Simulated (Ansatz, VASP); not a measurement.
**One calculation of Ag, two programs**

```
CELL_PARAMETERS angstrom
0.00000 1.87965 2.20655
1.87965 0.00000 2.20655
1.87965 1.87965 0.00000
ATOMIC_POSITIONS crystal
Ag 0.00000 0.00000 0.00000
```

Change from the starting cell: strain -0.080 along x and y, +0.080 along z, atoms carried along.

Alike in both runs: task single point; functional PBEsol; k mesh 20 × 20 × 20; occupations gaussian, width 0.15 eV; no spin polarisation.

```csv
,VASP,Ansatz
version,VASP 6.6.1,Ansatz 0.2.0
potentials or method,"VASP PAW PBE potentials, release 64 (Ag), cutoff 520 eV","scalar-relativistic, plane waves, PAW"
valence electrons in the cell,11,19
```

|  | VASP | Ansatz | Ansatz less VASP |
| --- | --- | --- | --- |
| gap on the k mesh at the Fermi level (eV) | none | none | - |
| pressure (GPa) | 10.8 | 11.2 | +0.37 |
| traceless stress, the component that is largest in VASP (GPa) | -9.08 | -9.17 | -0.092 |

VASP's potentials were made for PBE, not for PBEsol. A gap of «none» marks a metal or a gap that the smearing closes. VASP's potentials hold 11 valence electrons a cell and Ansatz's 19, so a difference there can come from the potentials and not from the codes.
